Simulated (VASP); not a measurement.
Wanted: the native input for a VASP 6.6.1 run.

| Property | Result |
| --- | --- |
| Task | relaxation of cell and atoms |
| Functional | revPBE |
| Potentials or basis | VASP PAW PBE potentials, release 64 (C) |
| Cutoff | 600 eV |
| k mesh | 16 × 16 × 16 |
| Occupations | fermi-dirac, width 0.1 eV |
| Spin | no spin polarisation |
| Dipole correction | no |
| Further INCAR settings | ALGO = Normal; EDIFF = 1e-07; IBRION = 2; EDIFFG = -0.01; NSW = 80; ISIF = 3 |

The structure of C lies in POSCAR:

```
C
1.0
    1.9260827495      0.0000000000      0.0000000000
    0.0000000000      1.9260827495      0.0000000000
    0.0000000000      0.0000000000      1.9260827495
C
1
Direct
    0.0000000000      0.0000000000      0.0000000000
```

One way to write it, as run:

INCAR

```
SYSTEM = C
  PREC = Accurate
  ENCUT = 600
  EDIFF = 1E-7
  ISMEAR = -1
  SIGMA = 0.1
  LREAL = .False.
  LASPH = .True.
  NELM = 120
  ALGO = Normal
  ISIF = 3
  LWAVE = .False.
  LCHARG = .False.
  GGA = RE
  IBRION = 2
  NSW = 80
  EDIFFG = -0.01
  GGA_COMPAT = .False.
  NELMIN = 4
```

KPOINTS

```
regular mesh
0
Gamma
  16 16 16
  0 0 0
```

Potentials or basis: VASP PAW PBE potentials, release 64 (C).

Launch:

```console
$ cat potpaw_PBE.64/C/POTCAR > POTCAR
$ mpirun -np 1 vasp_std > vasp.out
```

Results of the run:

```json
{
 "Relaxed volume": "5.59 Å³/atom",
 "Relaxed cell": "a = 1.774 Å, b = 1.774 Å, c = 1.774 Å, α = 90.00°, β = 90.00°, γ = 90.00°",
 "Space group after relaxing (to 0.1 Å)": "Pm-3m (No. 221)",
 "Energy gained by relaxing": "261.8 meV/atom",
 "Ionic steps": "6",
 "Pressure after relaxing": "0.0 GPa",
 "Band gap on the k mesh": "zero (bands 2 and 3 overlap by 12.24 eV)"
}
```

Caveat: the volume moved by over 15 % at a fixed basis, so the end points are rough; the PAW data sets were made with another functional, which shifts forces and pressure a little.

Run time: 9.6 s on 1 thread of Intel(R) Xeon(R) Platinum 8259CL CPU @ 2.50GHz (Skylake/Cascade Lake) (shared host), peak memory 0.11 GiB.
